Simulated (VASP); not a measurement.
# HC28 (a cell with a defect) in VASP: single point with PBE

Aim: the single point of HC28 (a cell with a defect) with PBE.

All numbers are computed with VASP 6.6.1; they aren't measurements. Logs are shortened: lines on timing, memory, paths and dates and some standing lists are left out, and cuts for length are marked.

## Step 1: The cell of the first run

The cell holds a defect, 29 atoms: a = 6.526 Å, b = 6.526 Å, c = 9.367 Å, α = 69.61°, β = 69.61°, γ = 60.00°.

## Step 2: Single point, PBE (with an interstitial atom, then relaxed in part)

Contents of INCAR:

```
PREC = Accurate
ENCUT = 520
EDIFF = 1E-6
ISMEAR = 0
SIGMA = 0.1
LREAL = Auto
LASPH = T
NELM = 60
ALGO = Normal
ISIF = 2
LWAVE = F
LCHARG = F
GGA = PE
NBANDS = 76
```

Contents of KPOINTS:

```
regular mesh
0
Gamma
  4 4 4
```

Contents of POSCAR:

```
HC28
1.0
    6.1662906811     -2.1360657508      0.0000000000
    1.2332581362     -6.4081972523      0.0000000000
    2.4665162724     -2.8480876677     -8.5756693636
C H
28 1
Direct
    0.3404681464      0.7751696919      0.2439088902
    0.1976853953      0.4894357011      0.2439347652
    0.0548294626      0.2036873998      0.2439078424
    0.9119489095      0.9180488620      0.2439086775
    0.7689566827      0.6321802296      0.2442768739
    0.6262149679      0.3465388327      0.2439320148
    0.4833196079      0.0609040455      0.2439340612
    0.6738300694      0.1084724570      0.2439412443
    0.5308303192      0.8228213482      0.2440378435
    0.3881299062      0.5370527941      0.2439412523
    0.2452525816      0.2513478714      0.2439414226
    0.1024278103      0.9656468762      0.2438725003
    0.9596007519      0.6799059535      0.2440345970
    0.8166844437      0.3940502168      0.2440364634
    0.1707452206      0.6035573147      0.7561479812
    0.0298294513      0.3196133114      0.7534219049
    0.8843532865      0.0311037024      0.7561387432
    0.7431980590      0.7447060581      0.7561442741
    0.6140674122      0.4744166984      0.7122517414
    0.4592627250      0.1722882847      0.7534164432
    0.3119340822      0.8901903929      0.7534183331
    0.5051012976      0.9358994383      0.7540353904
    0.3581407183      0.6575747903      0.7484540170
    0.2197633075      0.3654516778      0.7540425767
    0.0755370861      0.0801161216      0.7540462677
    0.9310570523      0.7914181549      0.7612611867
    0.7972156071      0.5109855757      0.7484533868
    0.6506409067      0.2185001154      0.7484420134
    0.6579059311      0.5183913032      0.5805247155
```

Potentials or basis: VASP PAW PBE potentials, release 64 (C, H).

Run with:

```
> cat potpaw_PBE.64/C/POTCAR potpaw_PBE.64/H/POTCAR > POTCAR
> mpirun -np 1 vasp_std > vasp.out
```

OUTCAR:

```text
PREC = Accurate
   ENCUT = 520
   EDIFF = 1E-6
   ISMEAR = 0
   LREAL = Auto
   LASPH = T
   NELM = 60
   ISIF = 2
   GGA = PE

 ion  position               nearest neighbor table
   1  0.340  0.775  0.244-  12 1.42   9 1.42  10 1.42
   2  0.198  0.489  0.244-  10 1.42  13 1.42  11 1.42
   3  0.055  0.204  0.244-  12 1.42  14 1.42  11 1.42
   4  0.912  0.918  0.244-  12 1.42  13 1.42   8 1.42
   5  0.769  0.632  0.244-   9 1.42  13 1.42  14 1.42
   6  0.626  0.347  0.244-   8 1.42  14 1.42  10 1.42
[... 10 lines left out ...]
  17  0.884  0.031  0.756-  28 1.41  26 1.42  25 1.43
  18  0.743  0.745  0.756-  27 1.41  26 1.42  22 1.43
  19  0.614  0.474  0.712-  29 1.13  28 1.49  27 1.49  23 1.49
  20  0.459  0.172  0.753-  28 1.41  22 1.42  24 1.44
  21  0.312  0.890  0.753-  23 1.41  25 1.42  22 1.44
  22  0.505  0.936  0.754-  20 1.42  18 1.43  21 1.44
  23  0.358  0.658  0.748-  15 1.41  21 1.41  19 1.49
  24  0.220  0.365  0.754-  16 1.42  15 1.43  20 1.44
  25  0.076  0.080  0.754-  21 1.42  17 1.43  16 1.44
  26  0.931  0.791  0.761-  17 1.42  18 1.42  15 1.42
  27  0.797  0.511  0.748-  18 1.41  16 1.41  19 1.49
  28  0.651  0.219  0.748-  17 1.41  20 1.41  19 1.49
  29  0.658  0.518  0.581-  19 1.13

  LATTYP: Found a trigonal (rhomboedric) cell.
 ALAT       =     9.3668250181
 COS(alpha) =     0.7573103810

  Lattice vectors:

 A1 = (  -3.6997744087,  -0.7120219169,  -8.5756693636)
 A2 = (   1.2332581362,   3.5601095846,  -8.5756693636)
 A3 = (   2.4665162724,  -2.8480876677,  -8.5756693636)

Analysis of symmetry for initial positions (statically):
=====================================================================
 Subroutine PRICEL returns:
 Original cell was already a primitive cell.

 Routine SETGRP: Setting up the symmetry group for a
 trigonal (rhombohedral) supercell.

 Subroutine GETGRP returns: Found  1 space group operations
 (whereof  1 operations were pure point group operations)
 out of a pool of 12 trial point group operations.

The static configuration has the point symmetry C_1 .

Analysis of symmetry for dynamics (positions and initial velocities):
=====================================================================
 Subroutine PRICEL returns:
 Original cell was already a primitive cell.

 Routine SETGRP: Setting up the symmetry group for a
 trigonal (rhombohedral) supercell.

 Subroutine GETGRP returns: Found  1 space group operations
 (whereof  1 operations were pure point group operations)
 out of a pool of 12 trial point group operations.

The dynamic configuration has the point symmetry C_1 .

 Subroutine INISYM returns: Found  1 space group operations
 (whereof  1 operations are pure point group operations),
 and found     1 'primitive' translations

----------------------------------------------------------------------------------------

                                     Primitive cell

  volume of cell :     316.2749

  direct lattice vectors                    reciprocal lattice vectors
     6.166290681 -2.136065751  0.000000000     0.173755768  0.033439313  0.038869658
     1.233258136 -6.408197252  0.000000000    -0.057918589 -0.167196565  0.038869658
     2.466516272 -2.848087668 -8.575669364     0.000000000  0.000000000 -0.116608973

  length of vectors
     6.525788662  6.525788662  9.366825018     0.181163199  0.181163199  0.116608973

  position of ions in fractional coordinates (direct lattice)
     0.340468146  0.775169692  0.243908890
     0.197685395  0.489435701  0.243934765
     0.054829463  0.203687400  0.243907842
     0.911948909  0.918048862  0.243908678
     0.768956683  0.632180230  0.244276874
     0.626214968  0.346538833  0.243932015
[... 21 lines left out ...]
     0.650640907  0.218500115  0.748442013
     0.657905931  0.518391303  0.580524715

  ion indices of the primitive-cell ions
   primitive index   ion index
                 1           1
                 2           2
                 3           3
                 4           4
                 5           5
                 6           6
[... 21 lines left out ...]
                28          28
                29          29

----------------------------------------------------------------------------------------

 KPOINTS: regular mesh

Automatic generation of k-mesh.
 Grid dimensions read from file:
 generate k-points for:    4    4    4

 Generating k-lattice:

  Cartesian coordinates                     Fractional coordinates (reciprocal lattice)
     0.043438942  0.008359828  0.009717414     0.250000000  0.000000000  0.000000000
    -0.014479647 -0.041799141  0.009717414     0.000000000  0.250000000 -0.000000000
     0.000000000  0.000000000 -0.029152243     0.000000000  0.000000000  0.250000000

  Length of vectors
     0.045290800  0.045290800  0.029152243

  Shift w.r.t. Gamma in fractional coordinates (k-lattice)
     0.000000000  0.000000000  0.000000000

 Subroutine IBZKPT returns following result:
 ===========================================

 Found     36 irreducible k-points:

 Following reciprocal coordinates:
            Coordinates               Weight
  0.000000  0.000000  0.000000      1.000000
  0.250000  0.000000  0.000000      2.000000
 -0.000000  0.250000  0.000000      2.000000
 -0.250000 -0.250000 -0.250000      2.000000
  0.500000  0.000000  0.000000      1.000000
 -0.000000  0.500000  0.000000      1.000000
[... 16 lines left out ...]
  0.000000  0.000000  0.250000      2.000000
  0.500000  0.000000  0.250000      2.000000
 [... further k-points ...]
   k-points           NKPTS =     36   k-points in BZ     NKDIM =     36   number of bands    NBANDS=     76
   number of dos      NEDOS =    301   number of ions     NIONS =     29
   total plane-waves  NPLWV = 175000
   dimension x,y,z NGX =    50 NGY =   50 NGZ =   70
   dimension x,y,z NGXF=   100 NGYF=  100 NGZF=  140
   ions per type =              28   1
   NGX,Y,Z   is equivalent  to a cutoff of  12.74, 12.74, 12.42 a.u.
   NGXF,Y,Z  is equivalent  to a cutoff of  25.48, 25.48, 24.85 a.u.
 SYSTEM =  unknown system
   PREC   = accura    normal or accurate (medium, high low for compatibility)
   ISTART =      0    job   : 0-new  1-cont  2-samecut
   ICHARG =      2    charge: 1-file 2-atom 10-const
   ISPIN  =      1    spin polarized calculation?
   LNONCOLLINEAR =      F non collinear calculations
   LSORBIT =      F    spin-orbit coupling
   LASPH  =      T    aspherical Exc in radial PAW
   ENCUT  =  520.0 eV  38.22 Ry    6.18 a.u.  12.13 12.13 17.42*2*pi/ulx,y,z
   NELM   =     60;   NELMIN=  2; NELMDL= -5     # of ELM steps
   EDIFF  = 0.1E-05   stopping-criterion for ELM
   LREAL  =      T    real-space projection
   EDIFFG = 0.1E-04   stopping-criterion for IOM
   NSW    =      0    number of steps for IOM
   IBRION =     -1    ionic relax: 0-MD 1-quasi-New 2-CG
   NFREE  =      0    steps in history (QN), initial steepest desc. (CG)
   ISIF   =      2    stress and relaxation
   ISYM   =      2    0-nonsym 1-usesym 2-fastsym
   POTIM  = 0.5000    time-step for ionic-motion
   TEBEG  =    0.0;   TEEND  =   0.0 temperature during run
   PSTRESS=    0.0 pullay stress
   NELECT =     113.0000    total number of electrons
   NUPDOWN=      -1.0000    fix difference up-down
   EMIN   =  10.00;   EMAX   =-10.00  energy-range for DOS
   EFERMI =   0.00;   METHOD = LEGACY
   ISMEAR =     0;   SIGMA  =   0.10  broadening in eV -4-tet -1-fermi 0-gaus
   EFERMI_NEDOS =   21; number of points for ismear=-14 and -15
   IALGO  =     38    algorithm
   IMIX   =      4    mixing-type and parameters
     AMIX     =   0.40;   BMIX     =  1.00
     AMIX_MAG =   1.60;   BMIX_MAG =  1.00
  volume/ion in A,a.u.               =      10.91        73.60
  Fermi-wavevector in a.u.,A,eV,Ry     =   1.161661  2.195221 18.360468  1.349456
  Thomas-Fermi vector in A             =   2.298231
   LORBIT       =      0    0 simple, 1 ext, 2 COOP (PROOUT), +10 PAW based schemes
   GGA     = PE    functional components
   LHFCALC =     F    Hartree Fock is set to
   AEXX    =    0.0000 exact exchange contribution
   IVDW    =     0    specifies the selected vdW correction
   LEPSILON=     F    determine dielectric tensor
   LRPA    =     F    only Hartree local field effects (RPA)
 non-spin polarized calculation
 Gauss-broadening in eV      SIGMA  =   0.10
  energy-cutoff  :      520.00
  volume of cell :      316.27
 maximum number of plane-waves:      8542
 NGX is ok and might be reduce to    50
   NGX = 25   NGY = 25   NGZ = 35

 number of electron     113.0000000 magnetization

 Free energy of the ion-electron system (eV)
  ---------------------------------------------------
  ext. energy  EPLUGINS =         0.00000000
  ---------------------------------------------------
  free energy    TOTEN  =      -260.21236090 eV

  energy without entropy =     -260.17636746  energy(sigma->0) =     -260.19436418

 E-fermi :   3.0500     XC(G=0):  -8.7512

 val. band max:        3.0011068617   @ k =   0.5000   0.5000   0.5000
 cond. band min:       3.1177144690   @ k =  -0.0000   0.2500   0.0000
 fundamental gap:      0.1166076073
 Fermi energy:         3.0500029123

 k-point     1 :       0.0000    0.0000    0.0000
  band No.  band energies     occupation
      1     -16.7671      2.00000
      2     -16.5977      2.00000
      3     -13.4765      2.00000
      4     -13.4684      2.00000
      5     -13.4683      2.00000
      6     -13.4624      2.00000
[... 60 lines left out ...]
     67       6.9462      0.00000
     68       6.9683      0.00000

 k-point     2 :       0.2500    0.0000    0.0000
  band No.  band energies     occupation
      1     -16.5561      2.00000
      2     -16.3874      2.00000
      3     -14.8881      2.00000
      4     -14.7243      2.00000
      5     -14.0709      2.00000
      6     -14.0682      2.00000
[... 1551 lines left out ...]
     67       6.9299      0.00000
     68       6.9479      0.00000

 k-point    24 :       0.5000    0.0000    0.2500
  band No.  band energies     occupation
      1     -15.9295      2.00000
      2     -15.9221      2.00000
      3     -15.7872      2.00000
      4     -15.7310      2.00000
      5     -14.2746      2.00000
      6     -14.2717      2.00000
[... 60 lines left out ...]
     67       7.9039      0.00000
     68       8.0688      0.00000

 [... further k-points ...]

 [bands above 68 left out]

------------------------ aborting loop because EDIFF is reached ----------------------------------------

  FORCE on cell =-STRESS in cart. coord.  units (eV):
  Direction    XX          YY          ZZ          XY          YZ          ZX
  --------------------------------------------------------------------------------------
  -------------------------------------------------------------------------------------
  Total        4.0197026      4.0580995      0.0463187      0.0045188     -0.0104202      0.0063375
  in kB       20.3629096     20.5574196      0.2346401      0.0228911     -0.0527863      0.0321044
  external PRESSURE =      13.7183231 kB  Pullay stress =       0.0000000 kB

 VOLUME and BASIS-vectors are now :
 -----------------------------------------------------------------------------
  energy-cutoff  :      520.00
  volume of cell :      316.27
      direct lattice vectors                 reciprocal lattice vectors
     6.166290681 -2.136065751  0.000000000     0.173755768  0.033439313  0.038869658
     1.233258136 -6.408197252  0.000000000    -0.057918589 -0.167196565  0.038869658
     2.466516272 -2.848087668 -8.575669364     0.000000000  0.000000000 -0.116608973

 POSITION                                       TOTAL-FORCE (eV/Angst)
 -----------------------------------------------------------------------------------
      3.65702     -6.38938     -2.09168         0.004425     -0.005065     -0.002259
      2.42426     -4.25342     -2.09190        -0.002978      0.000112     -0.003864
      1.19090     -2.11706     -2.09167         0.005494      0.001289      0.001573
      7.35714     -8.52569     -2.09168         0.005203      0.004110      0.000711
      6.12376     -6.38940     -2.09484        -0.006451     -0.006360      0.000365
      4.89046     -4.25307     -2.09188        -0.004281      0.002903      0.005310
[... 21 lines left out ...]
      6.12755     -4.92163     -6.41839        -0.000608     -0.006271     -0.001269
      6.12802     -6.38067     -4.97839         0.001267      0.001175      0.026251
 -----------------------------------------------------------------------------------
    total drift:                                0.002383     -0.016254      0.009417

  FREE ENERGIE OF THE ION-ELECTRON SYSTEM (eV)
  ---------------------------------------------------
  free  energy   TOTEN  =      -260.2123609007 eV

  energy  without entropy=     -260.1763674615  energy(sigma->0) =     -260.19436418
```

Run time: 11 min. Hardware: 1 thread of AMD EPYC 9R45 (Zen 5), shared host; peak memory 0.7 GiB.

What came out:

```yaml
Free_energy: -260.2124 eV
Pressure: 1.4 GPa
Largest_force: 0.026 eV/Å
Band_gap_on_the_k_mesh: zero (an odd number of electrons rules out a gap without spin polarisation)
```

Forces on the atoms (eV/Å):
```
C    0.004 -0.005 -0.002
C   -0.003  0.000 -0.004
C    0.005  0.001  0.002
C    0.005  0.004  0.001
C   -0.006 -0.006  0.000
C   -0.004  0.003  0.005
C   -0.002  0.001  0.004
C    0.003  0.006 -0.002
C    0.009 -0.001  0.000
C    0.002  0.001 -0.001
C   -0.010 -0.004  0.000
C   -0.003 -0.001  0.002
C   -0.005  0.004  0.002
C    0.006 -0.002 -0.001
C    0.000  0.007 -0.004
C   -0.006  0.006  0.000
C    0.006 -0.002 -0.006
C   -0.008 -0.004  0.001
C    0.003 -0.006 -0.006
C   -0.003 -0.005 -0.003
C    0.007  0.000 -0.001
C    0.001  0.003 -0.002
C    0.004  0.007 -0.005
C    0.002 -0.001 -0.002
C   -0.002  0.000 -0.001
C    0.000  0.000  0.001
C   -0.005  0.000  0.000
C   -0.001 -0.006 -0.001
H    0.001  0.001  0.026
```

Stress tensor (GPa, compression positive):
```
 2.04  0.00  0.00
 0.00  2.06 -0.01
 0.00 -0.01  0.02
```

Levels at points of the mesh, in eV from the Fermi level:
```csv
k point,band 54,band 55,band 56,band 57,band 58,band 59,band 60,band 61
"(0.00, 0.00, 0.00)",-3.34,-3.00,-3.00,0.21,2.92,3.62,3.62,3.65
"(0.50, 0.00, 0.00)",-1.94,-1.89,-1.68,-0.05,1.15,1.16,1.29,1.38
"(0.00, 0.50, 0.00)",-1.94,-1.89,-1.68,-0.05,1.15,1.16,1.29,1.38
"(0.50, 0.50, 0.50)",-1.94,-1.89,-1.68,-0.05,1.15,1.16,1.29,1.38
"(0.50, 0.50, 0.00)",-1.93,-1.89,-1.69,-0.05,1.13,1.15,1.36,1.41
"(0.00, 0.50, 0.50)",-1.93,-1.89,-1.69,-0.05,1.13,1.15,1.36,1.41
"(0.50, 0.00, 0.50)",-1.93,-1.89,-1.69,-0.05,1.13,1.15,1.36,1.41
"(0.00, 0.00, 0.50)",-3.34,-3.00,-3.00,0.23,3.66,3.68,3.68,3.69
```

Caveat: the cell differs from its parent crystal (with an interstitial atom, then relaxed in part).
